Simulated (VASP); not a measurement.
# Tl2Ga (P6/mmm) in VASP: notebook, part 2 of 2

VASP 6.6.1. Earlier steps stand in the parts before.

## 5. Relaxation of cell and atoms, PBE

File INCAR:

```
SYSTEM = Tl2Ga
PREC = Accurate ; ENCUT = 600
EDIFF = 1E-6 ; ISMEAR = 0
SIGMA = 0.1 ; LREAL = .FALSE.
LASPH = .TRUE. ; NELM = 100
ALGO = Normal ; ISIF = 3
LWAVE = .FALSE. ; LCHARG = .FALSE.
GGA = PE ; IBRION = 2
NSW = 90 ; EDIFFG = -0.04
```

File KPOINTS:

```
regular mesh
0
G
  6 6 4
  0 0 0
```

File POSCAR:

```
Tl2Ga
1.0
    4.2351239504      0.0000000000      0.0000000000
   -2.1175619752      3.6677249292      0.0000000000
    0.0000000000      0.0000000000      4.5728082521
Tl Ga
2 1
Direct
    0.3333333333      0.6666666667      0.5000000000
    0.6666666667      0.3333333333      0.5000000000
    0.0000000000      0.0000000000      0.0000000000
```

Potentials or basis: VASP PAW PBE potentials, release 64 (Tl_d, Ga_d).

On the command line:

```sh
$ cat potpaw_PBE.64/Tl_d/POTCAR potpaw_PBE.64/Ga_d/POTCAR > POTCAR
$ mpirun -np 1 vasp_std > vasp.out
```

OUTCAR:

```text
SYSTEM = Tl2Ga
   PREC = Accurate
   ENCUT = 600
   EDIFF = 1E-6
   ISMEAR = 0
   LREAL = .FALSE.
   LASPH = .TRUE.
   NELM = 100
   ISIF = 3
   GGA = PE
   IBRION = 2
   NSW = 90
   EDIFFG = -0.04

 ion  position               nearest neighbor table
   1  0.333  0.667  0.500-   2 2.45   2 2.45   2 2.45   3 3.35   3 3.35   3 3.35   3 3.35   3 3.35
                             3 3.35
   2  0.667  0.333  0.500-   1 2.45   1 2.45   1 2.45   3 3.35   3 3.35   3 3.35   3 3.35   3 3.35
                             3 3.35
   3  0.000  0.000  0.000-   1 3.35   2 3.35   1 3.35   2 3.35   1 3.35   1 3.35   2 3.35   2 3.35
                             2 3.35   2 3.35   1 3.35   1 3.35

  LATTYP: Found a hexagonal cell.
 ALAT       =     4.2351239504
 C/A-ratio  =     1.0797342193

  Lattice vectors:

 A1 = (   4.2351239504,   0.0000000000,   0.0000000000)
[... 185 lines left out ...]
  Total       19.4257662     19.4257662      1.5094140      0.0000000     -0.0000000      0.0000000
  in kB      438.1702292    438.1702292     34.0465473      0.0000000     -0.0000000      0.0000000
  external PRESSURE =     303.4623352 kB  Pullay stress =       0.0000000 kB
[... 648 lines left out ...]
     22       8.4203      0.00000
     23       9.0137      0.00000

[... ionic steps 4 to 14 ...]

--------------------------------------- Ionic step       15  -------------------------------------------

 number of electron      39.0000017 magnetization

 E-fermi :   5.6538     XC(G=0): -10.0852
[... 622 lines left out ...]
--------------------------------------- Ionic step       17  -------------------------------------------

 number of electron      39.0000024 magnetization

 Free energy of the ion-electron system (eV)
  ---------------------------------------------------
  ext. energy  EPLUGINS =         0.00000000
  ---------------------------------------------------
  free energy    TOTEN  =        -7.06198586 eV

  energy without entropy =       -7.05079135  energy(sigma->0) =       -7.05638860

 E-fermi :   5.1839     XC(G=0):  -9.8346

 val. band max:        5.1645120319   @ k =   0.1667   0.0000   0.5000
 cond. band min:       5.1872706762   @ k =   0.1667   0.0000   0.2500
 fundamental gap:      0.0227586443
 Fermi energy:         5.1838699744
[... 574 lines left out ...]
  FREE ENERGIE OF THE ION-ELECTRON SYSTEM (eV)
  ---------------------------------------------------
  free  energy   TOTEN  =        -7.0619858631 eV

  energy  without entropy=       -7.0507913452  energy(sigma->0) =       -7.05638860

 reached required accuracy - stopping structural energy minimisation
```

CONTCAR:

```text
Tl2Ga
   1.00000000000000
     5.6258515639157194   -0.0000000000000000    0.0000000000000000
    -2.8129257819578597    4.8721303722244604   -0.0000000000000000
     0.0000000000000000   -0.0000000000000000    3.1167694455336101
  Tl              Ga
     2     1
Direct
     0.3333333332999970    0.6666666667000030    0.5000000000000000
     0.6666666667000030    0.3333333332999970    0.5000000000000000
     0.0000000000000000    0.0000000000000000    0.0000000000000000

  0.00000000E+00  0.00000000E+00  0.00000000E+00
  0.00000000E+00  0.00000000E+00  0.00000000E+00
  0.00000000E+00  0.00000000E+00  0.00000000E+00
```

Run time: 3.2 min. Hardware: 1 thread of Intel Xeon 6975P-C (Granite Rapids), shared host; peak memory 0.26 GiB.

What came out:

* Free energy: -7.0620 eV
* Relaxed volume: 28.48 Å³/atom
* Relaxed cell: a = 5.626 Å, b = 5.626 Å, c = 3.117 Å, α = 90.00°, β = 90.00°, γ = 120.00°
* Space group after relaxing (to 0.1 Å): P6/mmm (No. 191)
* Energy gained by relaxing: 1219.9 meV/atom
* Ionic steps: 17
* Pressure after relaxing: 0.1 GPa
* Band gap on the k mesh: zero (an odd number of electrons rules out a gap without spin polarisation)

Stress tensor (GPa, compression positive):
```
 0.17  0.00  0.00
 0.00  0.17  0.00
 0.00  0.00 -0.17
```

The path:
```tsv
step	energy change (eV)	largest force (eV/Å)	pressure (GPa)	volume (Å³)
1	0.0000	0.0000	30.35	71.03
2	-2.6218	0.0000	-3.24	125.31
3	-2.7844	0.0000	0.04	101.92
4	-2.8083	0.0000	-1.33	108.34
5	-2.8089	0.0000	-1.15	107.51
6	-2.9108	0.0000	-1.10	104.19
7	-3.2306	0.0000	-0.79	93.86
8	-3.2499	0.0000	9.54	71.40
9	-3.3693	0.0000	0.00	88.80
10	-3.5071	0.0000	2.43	80.28
11	-3.5158	0.0000	4.90	75.88
12	-3.5303	0.0000	3.71	77.71
13	-3.5886	0.0000	3.38	78.31
14	-3.5918	0.0000	3.36	78.51
15	-3.6348	0.0000	1.91	81.10
16	-3.6587	0.0000	-0.35	86.34
17	-3.6597	0.0000	0.05	85.43
```

Final structure:
```xyz
3
Lattice="5.6259 0.0000 0.0000 -2.8129 4.8721 0.0000 0.0000 0.0000 3.1168" Properties=species:S:1:pos:R:3 pbc="T T T"
Tl    0.0000    3.2481    1.5584
Tl    2.8129    1.6240    1.5584
Ga    0.0000    0.0000    0.0000
```

Levels at points of the mesh, in eV from the Fermi level:
| k point | band 16 | band 17 | band 18 | band 19 | band 20 | band 21 | band 22 | band 23 |
| --- | --- | --- | --- | --- | --- | --- | --- | --- |
| (0.00, 0.00, 0.00) | -9.57 | -4.59 | -4.51 | -0.79 | -0.79 | -0.59 | -0.59 | 6.52 |
| (0.50, 0.00, 0.00) | -8.05 | -7.60 | -5.20 | -2.68 | 2.20 | 2.32 | 4.26 | 4.41 |
| (0.00, 0.00, 0.50) | -5.73 | -4.61 | -1.37 | -0.11 | 0.34 | 1.21 | 2.12 | 2.12 |
| (0.50, 0.00, 0.50) | -4.62 | -3.84 | -3.59 | -2.01 | -0.75 | -0.05 | 0.94 | 2.35 |

Caveat: the volume moved by over 15 % at a fixed basis, so the end points are rough; spin-orbit coupling is left out, which moves the levels of the heavy elements.

## 6. Overview

| task | cell | k mesh | cutoff (eV) | gap on the mesh (eV) | pressure (GPa) |
| --- | --- | --- | --- | --- | --- |
| single point | a = 4.235, b = 4.235, c = 4.573 Å, angles 90.0, 90.0, 120.0°, 3 atoms | 6 × 6 × 4 | 520 | none | 30.3 |
| single point | a = 5.666, b = 5.666, c = 3.105 Å, angles 90.0, 90.0, 120.0°, 3 atoms | 6 × 6 × 4 | 520 | none | -0.1 |
| single point | a = 5.496, b = 5.496, c = 3.224 Å, angles 90.0, 90.0, 120.0°, 3 atoms | 6 × 6 × 6 | 520 | none | 0.1 |
| relaxation of cell and atoms | relaxed from a = 4.235, b = 4.235, c = 4.573 Å, angles 90.0, 90.0, 120.0°, 3 atoms | 6 × 6 × 4 | 600 | none | 0.1 |

Alike in all rows: level PBE; potentials or basis VASP PAW PBE potentials, release 64 (Tl_d, Ga_d); no spin polarisation; smearing gaussian 0.1 eV.

Caveats: some runs use coarse meshes; spin-orbit coupling is left out, which moves the levels of the heavy elements; the cell stands under pressure (at least some runs); the volume moved by over 15 % at a fixed basis, so the end points are rough (at least some runs).

Absolute energies hang on the potentials; compare differences alone.
